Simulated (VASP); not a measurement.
A run of VASP 6.6.1 is set up as follows.

INCAR

```
SYSTEM = Al2Cu
PREC = Accurate ; ENCUT = 520
EDIFF = 1E-6 ; ISMEAR = 0
SIGMA = 0.15 ; LREAL = .FALSE.
LASPH = .TRUE. ; NELM = 60
ALGO = Fast ; ISIF = 2
LWAVE = .FALSE. ; LCHARG = .FALSE.
GGA = PE ; NBANDS = 16
```

File KPOINTS:

```
regular mesh
0
G
  10 10 14
  0 0 0
```

The input POSCAR:

```
Al2Cu
1.0
    4.1759740897      0.0000000000      0.0000000000
    0.0000000000      4.1759740897      0.0000000000
    0.0000000000      0.0000000000      2.8847334069
Al Cu
2 1
Direct
    0.5000000000      0.0019538196      0.5000000000
    0.0000000000      0.4913859260      0.5000000000
    0.0000000000      0.0028279343      0.0000000000
```

Potentials or basis: VASP PAW PBE potentials, release 64 (Al, Cu).

Command:

```bash
$ cat potpaw_PBE.64/Al/POTCAR potpaw_PBE.64/Cu/POTCAR > POTCAR
$ mpirun -np 1 vasp_std > vasp.out
```

Q: Estimate the largest force.

A: 0.368 eV/Å.

Q: Predict the pressure.

A: -1.9 GPa.

Forces on the atoms (eV/Å):
```
Al   0.000 -0.079  0.000
Al   0.000  0.368  0.000
Cu   0.000 -0.289  0.000
```
